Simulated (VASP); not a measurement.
# IrRu5: single point with PBE

Crystal: IrRu5.

```
Ru Ir
1.0
     2.74743    0.00000    0.00000
    -1.37372    2.37934    0.00000
     0.00000    0.00000   12.78352
Ru Ir
5 1
Direct
  0.33333 0.66667 0.83075
  0.33333 0.66667 0.16925
  0.33333 0.66667 0.50000
  0.66667 0.33333 0.33348
  0.66667 0.33333 0.66652
  0.66667 0.33333 0.00000
```

| Property | Result |
| --- | --- |
| Program | VASP 6.6.1 |
| Task | single point |
| Functional | PBE |
| Potentials or basis | VASP PAW PBE potentials, release 64 (Ru_pv, Ir) |
| Cutoff | 520 eV |
| k mesh | 6 × 6 × 2 |
| Occupations | gaussian, width 0.1 eV |
| Spin | collinear spin, ferromagnetic start |
| Starting moments | [1.0, 1.0, 1.0, 1.0, 1.0, 1.0] μB |
| Dipole correction | no |
| Further INCAR settings | ALGO = Normal; EDIFF = 1e-07; NBANDS = 52 |

The pressure is 0.0 GPa and the largest force is 0.019 eV/Å. The net moment is 0.00 μB per cell and the valence electrons inside the program's atomic spheres are Ru 12.62, 12.64 (each value once); Ir 8.37.

Forces on the atoms (eV/Å):
```
Ru   0.000  0.000 -0.019
Ru   0.000  0.000  0.019
Ru   0.000  0.000  0.000
Ru   0.000  0.000 -0.002
Ru   0.000  0.000  0.002
Ir   0.000  0.000  0.000
```

Levels at points of the mesh, in eV from the Fermi level:
Spin up:
| k point | band 36 | band 37 | band 38 | band 39 | band 40 | band 41 | band 42 | band 43 |
| --- | --- | --- | --- | --- | --- | --- | --- | --- |
| (0.00, 0.00, 0.00) | -2.14 | -1.90 | -1.90 | -1.87 | -1.69 | -0.63 | -0.63 | -0.57 |
| (0.50, 0.00, 0.00) | -0.09 | 0.89 | 1.12 | 1.17 | 1.18 | 1.25 | 1.30 | 1.37 |
| (0.00, 0.00, 0.50) | -2.25 | -2.25 | -1.53 | -1.53 | -1.35 | -1.35 | -0.14 | 0.14 |
| (0.50, 0.00, 0.50) | -0.02 | 0.08 | 0.78 | 0.82 | 1.15 | 1.20 | 1.30 | 1.33 |
Spin down:
```tsv
k point	band 36	band 37	band 38	band 39	band 40	band 41	band 42	band 43
(0.00, 0.00, 0.00)	-2.14	-1.90	-1.90	-1.87	-1.69	-0.63	-0.63	-0.57
(0.50, 0.00, 0.00)	-0.09	0.89	1.12	1.17	1.18	1.25	1.30	1.37
(0.00, 0.00, 0.50)	-2.25	-2.25	-1.53	-1.53	-1.35	-1.35	-0.14	0.14
(0.50, 0.00, 0.50)	-0.02	0.08	0.78	0.82	1.15	1.20	1.30	1.33
```

Wall time 3.7 min on 1 thread of Intel(R) Xeon(R) 6975P-C (Granite Rapids), on a shared host, peak memory 0.27 GiB.

Caveat: the k points lie up to 0.44 Å⁻¹ apart; spin-orbit coupling is left out, which moves the levels of the heavy elements.
